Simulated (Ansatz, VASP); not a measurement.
**Two plane-wave programs on Mg2Si3N3**

INCAR

```
SYSTEM = Mg2Si3N3
ALGO = Normal
EDIFF = 1E-7
EDIFFG = -0.08
ENCUT = 600
GGA = PE
GGA_COMPAT = .FALSE.
IBRION = 2
ISIF = 3
ISMEAR = 0
LASPH = .TRUE.
LCHARG = .FALSE.
LREAL = .FALSE.
LWAVE = .FALSE.
NELM = 120
NELMIN = 4
NSW = 36
PREC = Accurate
SIGMA = 0.2
```

KPOINTS

```
k-points
0
G
  3 3 5
  0 0 0
```

File POSCAR:

```
Mg2Si3N3
1.0
    6.1500000000      0.0000000000      0.0000000000
   -3.0750000000      5.3260562300      0.0000000000
    0.0000000000      0.0000000000      3.2000000000
Mg Si N
2 3 3
Direct
    0.6666666700      0.3333333300      0.0000000000
    0.3333333300      0.6666666700      0.0000000000
    0.0000000000      0.2400005000      0.0000000000
    0.7599995000      0.7599995000      0.0000000000
    0.2400005000      0.0000000000      0.0000000000
    0.0000000000      0.4000005000      0.5000000000
    0.5999995000      0.5999995000      0.5000000000
    0.4000005000      0.0000000000      0.5000000000
```

Input for Ansatz:

```yaml
crystal:
  lattice:
    - [6.15, 0.0, 0.0]
    - [-3.075, 5.32605623, 0.0]
    - [0.0, 0.0, 3.2]
  atoms:
    - { symbol: Mg, position: [0.66666667, 0.33333333, 0.0] }
    - { symbol: Mg, position: [0.33333333, 0.66666667, 0.0] }
    - { symbol: Si, position: [0.0, 0.2400005, 0.0] }
    - { symbol: Si, position: [0.7599995, 0.7599995, 0.0] }
    - { symbol: Si, position: [0.2400005, 0.0, 0.0] }
    - { symbol: "N", position: [0.0, 0.4000005, 0.5] }
    - { symbol: "N", position: [0.5999995, 0.5999995, 0.5] }
    - { symbol: "N", position: [0.4000005, 0.0, 0.5] }
basis:
  ecutwfc: 420
kpoints:
  mp_grid: { grid: [3, 3, 5] }
hamiltonian:
  xc: pbe
scf:
  occupations: { method: gaussian, width: 0.2 }
  lower_state_search: "off"
output:
  forces: true
  stress: true
  eigenvalues: true
relax:
  adjacent_minimum: "off"
  f_tol: 0.08
  max_steps: 16
  cell: { stress_tol: 0.8 }
```

Alike in both runs: task relaxation of cell and atoms; functional PBE; k mesh 3 × 3 × 5; occupations gaussian, width 0.2 eV; no spin polarisation.

|  | VASP | Ansatz |
| --- | --- | --- |
| version | VASP 6.6.1 | Ansatz 0.2.0 |
| potentials or method | VASP PAW PBE potentials, release 64 (Mg, Si, N), cutoff 600 eV | scalar-relativistic, plane waves, PAW |
| valence electrons in the cell | 31 | 47 |

|  | VASP | Ansatz | Ansatz less VASP |
| --- | --- | --- | --- |
| gap on the k mesh at the Fermi level, each at its own relaxed structure (eV) | none | none | - |
| relaxed volume (Å³/atom) | 12.46 | 12.47 | +0.004 |
| relaxed cell length with the largest relative difference (Å) | 2.739 | 2.741 | +0.0024 |

A gap of «none» marks a metal or a gap that the smearing closes. VASP's potentials hold 31 valence electrons a cell and Ansatz's 47, so a difference there can come from the potentials and not from the codes.

The k mesh is coarse, so the values compare programs but aren't converged.
